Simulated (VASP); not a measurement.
Wanted: the native input for a VASP 6.6.1 run.

```
Task                   : relaxation of cell and atoms
Functional             : PBEsol
Potentials or basis    : VASP PAW PBE potentials, release 64 (Mo_sv)
Cutoff                 : 600 eV
k mesh                 : 17 × 17 × 17
Occupations            : fermi-dirac, width 0.08 eV
Spin                   : no spin polarisation
Dipole correction      : no
Further INCAR settings : ALGO = Normal; EDIFF = 1e-07; IBRION = 2; EDIFFG = -0.005; NSW = 60; ISIF = 3
```

The structure of Mo lies in POSCAR:

```
Mo
1.0
   -1.5733879534      1.5733879534      1.5733879534
    1.5733879534     -1.5733879534      1.5733879534
    1.5733879534      1.5733879534     -1.5733879534
Mo
1
Direct
    0.0000000000      0.0000000000      0.0000000000
```

These files were run (other wordings do the same):

INCAR

```
SYSTEM = Mo
PREC = Accurate
ENCUT = 600
EDIFF = 1E-7
ISMEAR = -1
SIGMA = 0.08
LREAL = .FALSE.
LASPH = .TRUE.
NELM = 100
ALGO = Normal
ISIF = 3
LWAVE = .FALSE.
LCHARG = .FALSE.
GGA = PS
IBRION = 2
NSW = 60
EDIFFG = -0.005
```

KPOINTS

```
Automatic mesh
0
G
  17 17 17
  0 0 0
```

Potentials or basis: VASP PAW PBE potentials, release 64 (Mo_sv).

The run is started by

```bash
$ cat potpaw_PBE.64/Mo_sv/POTCAR > POTCAR
$ mpirun -np 1 vasp_std > vasp.out
```

It gave:

```yaml
Relaxed_volume: 15.36 Å³/atom
Relaxed_cell: a = 2.712 Å, b = 2.712 Å, c = 2.712 Å, α = 109.47°, β = 109.47°, γ = 109.47°
Space_group_after_relaxing_to_0.05_Å: Im-3m (No. 229)
Energy_gained_by_relaxing: 2.7 meV/atom
Ionic_steps: 4
Pressure_after_relaxing: 0.0 GPa
Band_gap_on_the_k_mesh: zero (band 7 reaches 16.62 eV, above the bottom of band 8 at 11.35 eV)
```

Caveat: the PAW data sets were made with another functional, which shifts forces and pressure a little.

Wall time 38 s on 1 thread of Intel Xeon 6975P-C (shared host), peak memory 0.17 GiB.
